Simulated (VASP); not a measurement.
# SnO (zincblende type) (F-43m) in VASP: a series of runs, part 2 of 2

VASP 6.6.1. The steps go on from the part before.

**4. Electric field gradients, PBE (volume scaled by 0.98)**

Contents of INCAR:

```
SYSTEM = SnO
  ALGO = Normal
  EDIFF = 1E-8
  ENCUT = 520
  GGA = PE
  ISIF = 2
  ISMEAR = -1
  LASPH = .TRUE.
  LCHARG = .FALSE.
  LEFG = .TRUE.
  LREAL = .FALSE.
  LWAVE = .FALSE.
  NBANDS = 17
  NELM = 100
  PREC = Accurate
  SIGMA = 0.08
```

Contents of KPOINTS:

```
k-points
0
G
  12 12 12
  0 0 0
```

Contents of POSCAR:

```
SnO
1.0
    0.0000000000      2.7192205009      2.7192205009
    2.7192205009      0.0000000000      2.7192205009
    2.7192205009      2.7192205009      0.0000000000
Sn O
1 1
Direct
    0.0000000000      0.0000000000      0.0000000000
    0.2500000000      0.2500000000      0.2500000000
```

Potentials or basis: VASP PAW PBE potentials, release 64 (Sn_d, O).

Command:

```
$ cat potpaw_PBE.64/Sn_d/POTCAR potpaw_PBE.64/O/POTCAR > POTCAR
$ mpirun -np 1 vasp_std > vasp.out
```

OUTCAR:

```text
SYSTEM = SnO
   EDIFF = 1E-8
   ENCUT = 520
   GGA = PE
   ISIF = 2
   ISMEAR = -1
   LASPH = .TRUE.
   LREAL = .FALSE.
   NELM = 100
   PREC = Accurate

 ion  position               nearest neighbor table
   1  0.000  0.000  0.000-   2 2.35   2 2.35   2 2.35   2 2.35
   2  0.250  0.250  0.250-   1 2.35   1 2.35   1 2.35   1 2.35

  LATTYP: Found a face centered cubic cell.
 ALAT       =     5.4384410018

  Lattice vectors:

 A1 = (   0.0000000000,   2.7192205009,   2.7192205009)
 A2 = (   2.7192205009,   0.0000000000,   2.7192205009)
 A3 = (   2.7192205009,   2.7192205009,   0.0000000000)

Analysis of symmetry for initial positions (statically):
[... 5 lines left out ...]
 face centered cubic supercell.

 Subroutine GETGRP returns: Found 24 space group operations
 (whereof 24 operations were pure point group operations)
 out of a pool of 48 trial point group operations.

The static configuration has the point symmetry T_d .

Analysis of symmetry for dynamics (positions and initial velocities):
[... 5 lines left out ...]
 face centered cubic supercell.

 Subroutine GETGRP returns: Found 24 space group operations
 (whereof 24 operations were pure point group operations)
 out of a pool of 48 trial point group operations.

The dynamic configuration has the point symmetry T_d .

 Subroutine INISYM returns: Found 24 space group operations
 (whereof 24 operations are pure point group operations),
 and found     1 'primitive' translations

----------------------------------------------------------------------------------------

                                     Primitive cell

  volume of cell :      40.2127

  direct lattice vectors                    reciprocal lattice vectors
     0.000000000  2.719220501  2.719220501    -0.183876225  0.183876225  0.183876225
     2.719220501  0.000000000  2.719220501     0.183876225 -0.183876225  0.183876225
     2.719220501  2.719220501  0.000000000     0.183876225  0.183876225 -0.183876225

  length of vectors
     3.845558511  3.845558511  3.845558511     0.318482964  0.318482964  0.318482964

  position of ions in fractional coordinates (direct lattice)
     0.000000000  0.000000000  0.000000000
     0.250000000  0.250000000  0.250000000

  ion indices of the primitive-cell ions
   primitive index   ion index
                 1           1
                 2           2

----------------------------------------------------------------------------------------

 KPOINTS: k-points

Automatic generation of k-mesh.
 Grid dimensions read from file:
 generate k-points for:   12   12   12

 Generating k-lattice:

  Cartesian coordinates                     Fractional coordinates (reciprocal lattice)
    -0.015323019  0.015323019  0.015323019     0.083333333  0.000000000  0.000000000
     0.015323019 -0.015323019  0.015323019     0.000000000  0.083333333  0.000000000
     0.015323019  0.015323019 -0.015323019     0.000000000  0.000000000  0.083333333

  Length of vectors
     0.026540247  0.026540247  0.026540247
[... 52 lines left out ...]
   ENCUT  =  520.0 eV  38.22 Ry    6.18 a.u.   7.15  7.15  7.15*2*pi/ulx,y,z
   NELM   =    100;   NELMIN=  2; NELMDL= -5     # of ELM steps
   EDIFF  = 0.1E-07   stopping-criterion for ELM
   LREAL  =      F    real-space projection
   EDIFFG = 0.1E-06   stopping-criterion for IOM
   NSW    =      0    number of steps for IOM
   IBRION =     -1    ionic relax: 0-MD 1-quasi-New 2-CG
   NFREE  =      0    steps in history (QN), initial steepest desc. (CG)
   ISIF   =      2    stress and relaxation
   ISYM   =      2    0-nonsym 1-usesym 2-fastsym
   POTIM  = 0.5000    time-step for ionic-motion
   TEBEG  =    0.0;   TEEND  =   0.0 temperature during run
   PSTRESS=    0.0 pullay stress
   NELECT =      20.0000    total number of electrons
   NUPDOWN=      -1.0000    fix difference up-down
   EMIN   =  10.00;   EMAX   =-10.00  energy-range for DOS
   EFERMI =   0.00;   METHOD = LEGACY
   ISMEAR =    -1;   SIGMA  =   0.08  broadening in eV -4-tet -1-fermi 0-gaus
   EFERMI_NEDOS =   21; number of points for ismear=-14 and -15
   IALGO  =     38    algorithm
   IMIX   =      4    mixing-type and parameters
     AMIX     =   0.40;   BMIX     =  1.00
     AMIX_MAG =   1.60;   BMIX_MAG =  1.00
  volume/ion in A,a.u.               =      20.11       135.68
  Fermi-wavevector in a.u.,A,eV,Ry     =   1.297071  2.451109 22.890348  1.682393
  Thomas-Fermi vector in A             =   2.428487
   LORBIT       =      0    0 simple, 1 ext, 2 COOP (PROOUT), +10 PAW based schemes
   GGA     = PE    functional components
   LHFCALC =     F    Hartree Fock is set to
   AEXX    =    0.0000 exact exchange contribution
   IVDW    =     0    specifies the selected vdW correction
   LEPSILON=     F    determine dielectric tensor
   LRPA    =     F    only Hartree local field effects (RPA)
 non-spin polarized calculation
  energy-cutoff  :      520.00
  volume of cell :       40.21
 maximum number of plane-waves:      1106
 NGX is ok and might be reduce to    30
   NGX = 15   NGY = 15   NGZ = 15

 number of electron      19.9999991 magnetization

 Free energy of the ion-electron system (eV)
  ---------------------------------------------------
  ext. energy  EPLUGINS =         0.00000000
  ---------------------------------------------------
  free energy    TOTEN  =       -10.45771371 eV

  energy without entropy =      -10.44880822  energy(sigma->0) =      -10.45326097

 E-fermi :   5.9598     XC(G=0):  -9.5973

 val. band max:        5.9520330975   @ k =  -0.3333   0.5000   0.1667
 cond. band min:       5.9760633048   @ k =   0.5000   0.4167   0.0000
 fundamental gap:      0.0240302073
 Fermi energy:         5.9597648051

 k-point     1 :       0.0000    0.0000    0.0000
  band No.  band energies     occupation
      1     -15.7626      2.00000
      2     -15.7626      2.00000
      3     -15.7626      2.00000
      4     -15.7199      2.00000
      5     -15.7199      2.00000
      6     -12.8923      2.00000
[... 457 lines left out ...]
      4     -15.7079      2.00000
      5     -15.7035      2.00000
      6     -12.2438      2.00000
[... 9 lines left out ...]
     16      17.1258      0.00000
     17      19.6618      0.00000

 [... further k-points ...]
[... 5 lines left out ...]
  --------------------------------------------------------------------------------------
  -------------------------------------------------------------------------------------
  Total        0.3340601      0.3340601      0.3340601     -0.0000000      0.0000000     -0.0000000
  in kB       13.3098102     13.3098102     13.3098102     -0.0000000      0.0000000     -0.0000000
  external PRESSURE =      13.3098102 kB  Pullay stress =       0.0000000 kB

 VOLUME and BASIS-vectors are now :
 -----------------------------------------------------------------------------
  energy-cutoff  :      520.00
  volume of cell :       40.21
      direct lattice vectors                 reciprocal lattice vectors
     0.000000000  2.719220501  2.719220501    -0.183876225  0.183876225  0.183876225
     2.719220501  0.000000000  2.719220501     0.183876225 -0.183876225  0.183876225
     2.719220501  2.719220501  0.000000000     0.183876225  0.183876225 -0.183876225

 POSITION                                       TOTAL-FORCE (eV/Angst)
 -----------------------------------------------------------------------------------
      0.00000      0.00000      0.00000        -0.000000     -0.000000     -0.000000
      1.35961      1.35961      1.35961         0.000000      0.000000      0.000000
 -----------------------------------------------------------------------------------
    total drift:                               -0.000000     -0.000000     -0.000000

  FREE ENERGIE OF THE ION-ELECTRON SYSTEM (eV)
  ---------------------------------------------------
  free  energy   TOTEN  =       -10.4577137132 eV

  energy  without entropy=      -10.4488082177  energy(sigma->0) =      -10.45326097

 Electric field gradients (V/A^2)
---------------------------------------------------------------------
 ion       V_xx      V_yy      V_zz      V_xy      V_xz      V_yz
---------------------------------------------------------------------
   1      -0.000     0.000    -0.000     0.001     0.001     0.001
   2       0.000     0.000     0.000    -0.002    -0.002    -0.002
---------------------------------------------------------------------

 Electric field gradients after diagonalization (V/A^2)
 (convention: |V_zz| > |V_xx| > |V_yy|)
----------------------------------------------------------------------
 ion       V_xx      V_yy      V_zz     asymmetry (V_yy - V_xx)/ V_zz
----------------------------------------------------------------------
   1      -0.001    -0.001     0.002       0.000
   2       0.002     0.002    -0.003       0.000
----------------------------------------------------------------------

           NMR quadrupolar parameters

 Cq : quadrupolar parameter    Cq=e*Q*V_zz/h
 eta: asymmetry parameters     (V_yy - V_xx)/ V_zz
 Q  : nuclear electric quadrupole moment in mb (millibarn)
----------------------------------------------------------------------
 ion       Cq(MHz)       eta       Q (mb)
----------------------------------------------------------------------
   1       0.000       0.000       1.000
   2      -0.000       0.000       1.000
----------------------------------------------------------------------
```

OSZICAR:

```text
N       E                     dE             d eps       ncg     rms          rms(c)
DAV:   1     0.151087159845E+03    0.15109E+03   -0.10187E+04  2500   0.163E+03
DAV:   2     0.256868361462E+01   -0.14852E+03   -0.14213E+03  2680   0.380E+02
DAV:   3    -0.122956561311E+02   -0.14864E+02   -0.14708E+02  2883   0.108E+02
DAV:   4    -0.126395481494E+02   -0.34389E+00   -0.34367E+00  2938   0.177E+01
DAV:   5    -0.126490721539E+02   -0.95240E-02   -0.95235E-02  3337   0.284E+00    0.871E+00
DAV:   6    -0.107724309589E+02    0.18766E+01   -0.14073E+01  3662   0.429E+01    0.536E+00
DAV:   7    -0.104850234714E+02    0.28741E+00   -0.25761E+00  2992   0.872E+00    0.140E+00
DAV:   8    -0.104576272075E+02    0.27396E-01   -0.14946E-01  2576   0.302E+00    0.372E-01
DAV:   9    -0.104574553585E+02    0.17185E-03   -0.94859E-03  3345   0.821E-01    0.130E-01
DAV:  10    -0.104579476035E+02   -0.49224E-03   -0.33412E-03  3159   0.479E-01    0.101E-01
DAV:  11    -0.104577140446E+02    0.23356E-03   -0.16357E-03  3694   0.273E-01    0.188E-02
DAV:  12    -0.104577136875E+02    0.35713E-06   -0.10826E-04  2751   0.693E-02    0.715E-03
DAV:  13    -0.104577136837E+02    0.38413E-08   -0.85839E-06  2624   0.220E-02    0.197E-03
DAV:  14    -0.104577137092E+02   -0.25530E-07   -0.59206E-07  2928   0.696E-03    0.965E-04
DAV:  15    -0.104577137132E+02   -0.39686E-08   -0.96170E-08  3518   0.249E-03
   1 F= -.10457714E+02 E0= -.10453261E+02  d E =-.890550E-02
```

Run time: 60 s. Hardware: 1 thread of Intel Xeon 6975P-C, shared host; peak memory 0.2 GiB.

What came out:

```yaml
Free_energy: -10.4577 eV
Pressure: 1.3 GPa
Band_gap_on_the_k_mesh: zero (band 10 reaches 6.00 eV, above the bottom of band 11 at 5.81 eV)
```

Levels at points of the mesh, in eV from the Fermi level:
| k point | band 8 | band 9 | band 10 | band 11 | band 12 | band 13 |
| --- | --- | --- | --- | --- | --- | --- |
| (0.00, 0.00, 0.00) | -3.59 | -3.59 | -3.59 | 4.46 | 4.46 | 4.46 |
| (0.50, 0.00, 0.00) | -4.01 | -4.01 | -2.37 | 1.68 | 4.60 | 4.60 |
| (0.50, 0.50, 0.00) | -4.75 | -4.75 | -0.59 | -0.15 | 5.20 | 5.20 |

Caveat: the cell differs from its parent crystal (volume scaled by 0.98); without QUAD_EFG the Cq values of the log hold for a quadrupole moment of 1 mb, not for the nuclei; spin-orbit coupling is left out, which moves the levels of the heavy elements.

**5. Electric field gradients, PBE**

This run uses another cell than the first one, of 20.52 Å³/atom, 1.042 times its volume.

Contents of INCAR:

```
PREC = Accurate ; ENCUT = 520
EDIFF = 1E-8 ; ISMEAR = -1
SIGMA = 0.08 ; LREAL = False
LASPH = True ; NELM = 100
ALGO = Normal ; ISIF = 2
LWAVE = False ; LCHARG = False
GGA = PE ; LEFG = True
NBANDS = 17
```

Contents of KPOINTS:

```
Automatic mesh
0
Gamma
  12 12 12
```

Contents of POSCAR:

```
SnO
1.0
    0.0000000000      2.7375941698      2.7375941698
    2.7375941698      0.0000000000      2.7375941698
    2.7375941698      2.7375941698      0.0000000000
Sn O
1 1
Direct
    0.0000000000      0.0000000000      0.0000000000
    0.2500000000      0.2500000000      0.2500000000
```

Potentials or basis: VASP PAW PBE potentials, release 64 (Sn_d, O).

Command:

```
$ cat potpaw_PBE.64/Sn_d/POTCAR potpaw_PBE.64/O/POTCAR > POTCAR
$ mpirun -np 1 vasp_std > vasp.out
```

OUTCAR:

```text
PREC = Accurate
   ENCUT = 520
   EDIFF = 1E-8
   ISMEAR = -1
   LREAL = False
   LASPH = True
   NELM = 100
   ISIF = 2
   GGA = PE

 ion  position               nearest neighbor table
   1  0.000  0.000  0.000-   2 2.37   2 2.37   2 2.37   2 2.37
   2  0.250  0.250  0.250-   1 2.37   1 2.37   1 2.37   1 2.37

  LATTYP: Found a face centered cubic cell.
 ALAT       =     5.4751883396

  Lattice vectors:

 A1 = (   0.0000000000,   2.7375941698,   2.7375941698)
 A2 = (   2.7375941698,   0.0000000000,   2.7375941698)
 A3 = (   2.7375941698,   2.7375941698,   0.0000000000)

Analysis of symmetry for initial positions (statically):
[... 5 lines left out ...]
 face centered cubic supercell.

 Subroutine GETGRP returns: Found 24 space group operations
 (whereof 24 operations were pure point group operations)
 out of a pool of 48 trial point group operations.

The static configuration has the point symmetry T_d .

Analysis of symmetry for dynamics (positions and initial velocities):
[... 5 lines left out ...]
 face centered cubic supercell.

 Subroutine GETGRP returns: Found 24 space group operations
 (whereof 24 operations were pure point group operations)
 out of a pool of 48 trial point group operations.

The dynamic configuration has the point symmetry T_d .

 Subroutine INISYM returns: Found 24 space group operations
 (whereof 24 operations are pure point group operations),
 and found     1 'primitive' translations

----------------------------------------------------------------------------------------

                                     Primitive cell

  volume of cell :      41.0334
[... 136 lines left out ...]

 E-fermi :   5.7077     XC(G=0):  -9.4952

 val. band max:        5.6858517869   @ k =  -0.3333   0.5000   0.1667
 cond. band min:       5.7297607995   @ k =  -0.2500   0.5000   0.2500
 fundamental gap:      0.0439090126
 Fermi energy:         5.7077031201

 k-point     1 :       0.0000    0.0000    0.0000
  band No.  band energies     occupation
      1     -15.9697      2.00000
      2     -15.9697      2.00000
      3     -15.9697      2.00000
      4     -15.9315      2.00000
      5     -15.9315      2.00000
      6     -12.9606      2.00000
[... 457 lines left out ...]
      4     -15.9199      2.00000
      5     -15.9159      2.00000
      6     -12.3560      2.00000
[... 9 lines left out ...]
     16      16.8147      0.00000
     17      19.2923      0.00000

 [... further k-points ...]
[... 5 lines left out ...]
  --------------------------------------------------------------------------------------
  -------------------------------------------------------------------------------------
  Total        0.0155547      0.0155547      0.0155547      0.0000000     -0.0000000      0.0000000
  in kB        0.6073453      0.6073453      0.6073453      0.0000000     -0.0000000      0.0000000
  external PRESSURE =       0.6073453 kB  Pullay stress =       0.0000000 kB

 VOLUME and BASIS-vectors are now :
 -----------------------------------------------------------------------------
  energy-cutoff  :      520.00
  volume of cell :       41.03
      direct lattice vectors                 reciprocal lattice vectors
     0.000000000  2.737594170  2.737594170    -0.182642119  0.182642119  0.182642119
     2.737594170  0.000000000  2.737594170     0.182642119 -0.182642119  0.182642119
     2.737594170  2.737594170  0.000000000     0.182642119  0.182642119 -0.182642119

 POSITION                                       TOTAL-FORCE (eV/Angst)
 -----------------------------------------------------------------------------------
      0.00000      0.00000      0.00000        -0.000000     -0.000000     -0.000000
      1.36880      1.36880      1.36880         0.000000      0.000000      0.000000
 -----------------------------------------------------------------------------------
    total drift:                               -0.000000     -0.000000     -0.000000

  FREE ENERGIE OF THE ION-ELECTRON SYSTEM (eV)
  ---------------------------------------------------
  free  energy   TOTEN  =       -10.4618859302 eV

  energy  without entropy=      -10.4531596913  energy(sigma->0) =      -10.45752281

 Electric field gradients (V/A^2)
---------------------------------------------------------------------
 ion       V_xx      V_yy      V_zz      V_xy      V_xz      V_yz
---------------------------------------------------------------------
   1      -0.000    -0.000     0.000     0.002     0.002     0.002
   2       0.000     0.000     0.000    -0.001    -0.001    -0.001
---------------------------------------------------------------------

 Electric field gradients after diagonalization (V/A^2)
 (convention: |V_zz| > |V_xx| > |V_yy|)
----------------------------------------------------------------------
 ion       V_xx      V_yy      V_zz     asymmetry (V_yy - V_xx)/ V_zz
----------------------------------------------------------------------
   1      -0.002    -0.002     0.003       0.000
   2       0.001     0.001    -0.002       0.000
----------------------------------------------------------------------

           NMR quadrupolar parameters

 Cq : quadrupolar parameter    Cq=e*Q*V_zz/h
 eta: asymmetry parameters     (V_yy - V_xx)/ V_zz
 Q  : nuclear electric quadrupole moment in mb (millibarn)
----------------------------------------------------------------------
 ion       Cq(MHz)       eta       Q (mb)
----------------------------------------------------------------------
   1       0.000       0.000       1.000
   2      -0.000       0.000       1.000
----------------------------------------------------------------------
```

Run time: 65 s. Hardware: 1 thread of Intel Xeon 6975P-C, shared host; peak memory 0.2 GiB.

Results:

```yaml
Free_energy: -10.4619 eV
Pressure: 0.1 GPa
Band_gap_on_the_k_mesh: zero (band 10 reaches 5.73 eV, above the bottom of band 11 at 5.54 eV)
```

Levels at points of the mesh, in eV from the Fermi level:
```csv
k point,band 6,band 7,band 8,band 9,band 10,band 11,band 12,band 13,band 14,band 15
"(0.00, 0.00, 0.00)",-18.67,-6.23,-3.46,-3.46,-3.46,4.42,4.42,4.42,8.87,11.42
"(0.50, 0.00, 0.00)",-18.11,-7.76,-3.87,-3.87,-2.34,1.71,4.57,4.57,8.51,10.94
"(0.50, 0.50, 0.00)",-17.96,-7.60,-4.60,-4.60,-0.51,-0.17,5.15,5.15,5.50,10.08
```

Caveat: without QUAD_EFG the Cq values of the log hold for a quadrupole moment of 1 mb, not for the nuclei; spin-orbit coupling is left out, which moves the levels of the heavy elements.

**6. The runs side by side**

```csv
cell,gap on the mesh (eV),pressure (GPa)
"a = 3.819 Å, angles 60.0°, 2 atoms",none,2.7
"a = 3.846 Å, angles 60.0°, 2 atoms",none,1.3
"a = 3.872 Å, angles 60.0°, 2 atoms",none,0.1
```

Alike in all rows: task electric field gradients; level PBE; potentials or basis VASP PAW PBE potentials, release 64 (Sn_d, O); no spin polarisation; k mesh 12 × 12 × 12; cutoff (eV) 520; smearing fermi-dirac 0.08 eV.

Caveats: spin-orbit coupling is left out, which moves the levels of the heavy elements.

Absolute energies hang on the potentials; compare differences alone.
